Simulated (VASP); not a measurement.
# LiCl (Fm-3m) in VASP: settings compared, part 2 of 2

VASP 6.6.1. Earlier steps stand in the parts before.

## Step 3: Single point, r2SCAN (strain +1.0%)

POSCAR reads:

```
LiCl
1.0
    0.0000000000      2.5820966653      2.5820966653
    2.5820966653      0.0000000000      2.5820966653
    2.5820966653      2.5820966653      0.0000000000
Li Cl
1 1
Direct
    0.0000000000      0.0000000000      0.0000000000
    0.5000000000      0.5000000000      0.5000000000
```

INCAR.step1 reads:

```
  PREC = Accurate
  ENCUT = 520
  ISMEAR = 0
  SIGMA = 0.01
  LREAL = False
  LASPH = True
  NELM = 80
  NBANDS = 12
  GGA = PE
  ALGO = Normal
  EDIFF = 1E-4
  LWAVE = True
  LCHARG = False
```

INCAR.step2 reads:

```
  PREC = Accurate
  ENCUT = 520
  EDIFF = 1E-6
  ISMEAR = 0
  SIGMA = 0.01
  LREAL = False
  LASPH = True
  NELM = 80
  ALGO = Normal
  ISIF = 2
  LWAVE = False
  LCHARG = False
  METAGGA = R2SCAN
  LMIXTAU = True
  NBANDS = 12
  ISTART = 1
```

KPOINTS reads:

```
regular mesh
0
Gamma
  8 8 8
```

Potentials or basis: VASP PAW PBE potentials, release 64 (Li_sv, Cl).

On the command line:

```bash
cat potpaw_PBE.64/Li_sv/POTCAR potpaw_PBE.64/Cl/POTCAR > POTCAR
cp INCAR.step1 INCAR
mpirun -np 1 vasp_std > vasp.out
cp INCAR.step2 INCAR
mpirun -np 1 vasp_std > vasp.out
```

It took 50 s on 1 thread of Intel Xeon Platinum 8259CL at 2.50GHz (Skylake/Cascade Lake), shared host; peak memory 0.16 GiB.

The run converged. Its results:

```
Free energy            : -12.5820 eV
Band gap on the k mesh : 7.17 eV, direct
```

Levels at points of the mesh, in eV from the valence-band top:
| k point | band 1 | band 2 | band 3 | band 4 | band 5 | band 6 | band 7 | band 8 | band 9 | band 10 |
| --- | --- | --- | --- | --- | --- | --- | --- | --- | --- | --- |
| (0.00, 0.00, 0.00) | -44.85 | -13.91 | 0.00 | 0.00 | 0.00 | 7.17 | 12.65 | 12.65 | 12.65 | 15.33 |
| (0.50, 0.00, 0.00) | -44.85 | -13.36 | -2.76 | -0.26 | -0.26 | 7.51 | 10.30 | 10.30 | 13.99 | 17.94 |
| (0.50, 0.50, 0.00) | -44.85 | -13.12 | -2.84 | -1.09 | -1.09 | 8.72 | 8.95 | 13.39 | 15.25 | 15.25 |

Caveat: the cell differs from its parent crystal (strain +1.0%); the cutoff is under 1.25 times the usual one of these potentials, so pressure, stress and relaxed cells hold a basis-set (Pulay) error; the PAW data sets were made with another functional, which shifts forces and pressure a little. A k mesh can miss the band edges.

## Step 4: Single point, HSE06 (strain +1.0%)

POSCAR is that of step 3.

INCAR.step1 reads:

```
SYSTEM = LiCl
  PREC = Accurate
  ENCUT = 520
  EDIFF = 1E-5
  ISMEAR = 0
  SIGMA = 0.01
  LREAL = .FALSE.
  LASPH = .TRUE.
  NELM = 100
  ALGO = Normal
  ISIF = 2
  LWAVE = .TRUE.
  LCHARG = .FALSE.
  NBANDS = 12
  GGA = PE
```

INCAR.step2 reads:

```
SYSTEM = LiCl
  PREC = Accurate
  ENCUT = 520
  EDIFF = 1E-6
  ISMEAR = 0
  SIGMA = 0.01
  LREAL = .FALSE.
  LASPH = .TRUE.
  NELM = 100
  ALGO = Normal
  ISIF = 2
  LWAVE = .FALSE.
  LCHARG = .FALSE.
  GGA = PE
  LHFCALC = .TRUE.
  HFSCREEN = 0.2079
  PRECFOCK = Normal
  NBANDS = 12
  ISTART = 1
```

KPOINTS reads:

```
regular mesh
0
G
  6 6 6
  0 0 0
```

Potentials or basis: VASP PAW PBE potentials, release 64 (Li_sv, Cl).

On the command line:

```bash
cat potpaw_PBE.64/Li_sv/POTCAR potpaw_PBE.64/Cl/POTCAR > POTCAR
cp INCAR.step1 INCAR
mpirun -np 1 vasp_std > vasp.out
cp INCAR.step2 INCAR
mpirun -np 1 vasp_std > vasp.out
```

OUTCAR:

```text
SYSTEM = LiCl
   PREC = Accurate
   ENCUT = 520
   EDIFF = 1E-6
   ISMEAR = 0
   LREAL = .FALSE.
   LASPH = .TRUE.
   NELM = 100
   ISIF = 2
   GGA = PE
   LHFCALC = .TRUE.
   HFSCREEN = 0.2079
   PRECFOCK = Normal
   ISTART = 1

 ion  position               nearest neighbor table
   1  0.000  0.000  0.000-   2 2.58   2 2.58   2 2.58   2 2.58   2 2.58   2 2.58
   2  0.500  0.500  0.500-   1 2.58   1 2.58   1 2.58   1 2.58   1 2.58   1 2.58

  LATTYP: Found a face centered cubic cell.
[... 429 lines left out ...]

  FORCE on cell =-STRESS in cart. coord.  units (eV):
  Direction    XX          YY          ZZ          XY          YZ          ZX
  --------------------------------------------------------------------------------------
  -------------------------------------------------------------------------------------
  Total       -0.2112806     -0.2112806     -0.2112806      0.0000000     -0.0000000     -0.0000000
  in kB       -9.8315668     -9.8315668     -9.8315668      0.0000000     -0.0000000     -0.0000000
  external PRESSURE =      -9.8315668 kB  Pullay stress =       0.0000000 kB

 VOLUME and BASIS-vectors are now :
 -----------------------------------------------------------------------------
  energy-cutoff  :      520.00
  volume of cell :       34.43
      direct lattice vectors                 reciprocal lattice vectors
     0.000000000  2.582096665  2.582096665    -0.193641085  0.193641085  0.193641085
     2.582096665  0.000000000  2.582096665     0.193641085 -0.193641085  0.193641085
     2.582096665  2.582096665  0.000000000     0.193641085  0.193641085 -0.193641085

 POSITION                                       TOTAL-FORCE (eV/Angst)
 -----------------------------------------------------------------------------------
      0.00000      0.00000      0.00000         0.000000      0.000000      0.000000
      2.58210      2.58210      2.58210        -0.000000      0.000000     -0.000000
 -----------------------------------------------------------------------------------
    total drift:                               -0.000001      0.000000     -0.000000

  FREE ENERGIE OF THE ION-ELECTRON SYSTEM (eV)
  ---------------------------------------------------
  free  energy   TOTEN  =        -8.4565898461 eV

  energy  without entropy=       -8.4565898461  energy(sigma->0) =       -8.45658985
```

OUTCAR.step1:

```text
SYSTEM = LiCl
   PREC = Accurate
   ENCUT = 520
   EDIFF = 1E-5
   ISMEAR = 0
   LREAL = .FALSE.
   LASPH = .TRUE.
[... 450 lines left out ...]
      0.00000      0.00000      0.00000        -0.000000     -0.000000     -0.000000
      2.58210      2.58210      2.58210         0.000000      0.000000      0.000000
 -----------------------------------------------------------------------------------
    total drift:                                0.000000      0.000000      0.000000

  FREE ENERGIE OF THE ION-ELECTRON SYSTEM (eV)
  ---------------------------------------------------
  free  energy   TOTEN  =        -7.3858463961 eV

  energy  without entropy=       -7.3858463961  energy(sigma->0) =       -7.38584640
```

Run time: 9.3 min. Hardware: 1 thread of Intel Xeon Platinum 8259CL at 2.50GHz (Skylake/Cascade Lake), shared host; peak memory 0.26 GiB.

What came out:

| Item | Value |
| --- | --- |
| Free energy | -8.4566 eV |
| Band gap on the k mesh | 7.61 eV, direct |

Caveat: the cell differs from its parent crystal (strain +1.0%); the cutoff is under 1.25 times the usual one of these potentials, so pressure, stress and relaxed cells hold a basis-set (Pulay) error; the PAW data sets were made with another functional, which shifts forces and pressure a little. A k mesh can miss the band edges.

## Step 5: The runs side by side

```csv
level,k mesh,smearing,grid for exact exchange (PRECFOCK),screening parameter,gap on the mesh (eV)
PBE,8 × 8 × 8,fermi-dirac 0.02 eV,-,-,6.23
r2SCAN,8 × 8 × 8,gaussian 0.01 eV,-,-,7.17
HSE06,6 × 6 × 6,gaussian 0.01 eV,Normal,0.2079 1/Å,7.61
```

Alike in all rows: task single point; potentials or basis VASP PAW PBE potentials, release 64 (Li_sv, Cl); no spin polarisation; cell as given; cutoff (eV) 520.

Caveats: the cutoff is under 1.25 times the usual one of these potentials, so pressure, stress and relaxed cells hold a basis-set (Pulay) error; the PAW data sets were made with another functional, which shifts forces and pressure a little (some runs).

Absolute energies hang on the potentials; compare differences alone.
